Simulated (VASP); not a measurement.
SnSe: single point with LDA

The system is SnSe, a slab with vacuum.

```
Sn Se
1.0
     4.18990    0.00000    0.00000
     0.00000    4.18990    0.00000
     0.00000    0.00000   10.97962
Sn Se
2 2
Direct
  0.50000 0.00000 0.37816
  0.00000 0.50000 0.62184
  0.50000 0.00000 0.60584
  0.00000 0.50000 0.37822
```

This cell differs from its parent crystal: atom 3 (Se) moved +0.175 Å towards its neighbour atom 1 (Sn) at 2.675 Å.

```yaml
Program: VASP 6.6.1
Task: single point
Functional: LDA
Potentials_or_basis: VASP PAW LDA potentials, release 64 (Sn_d, Se)
Cutoff: 500 eV
k_mesh: 6 × 6 × 4
Occupations: gaussian, width 0.05 eV
Spin: no spin polarisation
```

```yaml
Largest_force: 1.484 eV/Å
Band_gap_on_the_k_mesh: 1.28 eV
```

Forces on the atoms (eV/Å):
```
Sn   0.000  0.000 -1.423
Sn   0.000  0.000 -0.132
Se   0.000  0.000  1.484
Se   0.000  0.000  0.072
```

Levels at points of the mesh, in eV from the valence-band top:
```
           k point  band 17  band 18  band 19  band 20  band 21  band 22  band 23  band 24
(0.00, 0.00, 0.00)    -3.48    -1.95    -1.95    -0.37     1.50     3.40     3.71     4.41
(0.50, 0.00, 0.00)    -1.97    -1.65    -0.59    -0.10     1.45     1.60     1.82     2.08
(0.50, 0.50, 0.00)    -3.59    -3.59    -1.87    -1.85     3.47     4.17     4.31     4.31
(0.00, 0.00, 0.50)    -3.48    -1.95    -1.95    -0.37     1.36     3.40     4.40     4.40
(0.50, 0.00, 0.50)    -1.97    -1.65    -0.60    -0.11     1.45     1.60     1.82     2.08
(0.50, 0.50, 0.50)    -3.59    -3.59    -1.87    -1.85     3.44     4.13     4.34     4.34
```

It took 110 s on 1 thread of Intel(R) Xeon(R) Platinum 8488C (Sapphire Rapids), with other jobs on the host, peak memory 0.3 GiB.

Caveat: the cell differs from its parent crystal (atom 3 (Se) moved +0.175 Å towards its neighbour atom 1 (Sn) at 2.675 Å); spin-orbit coupling is left out, which moves the levels of the heavy elements.
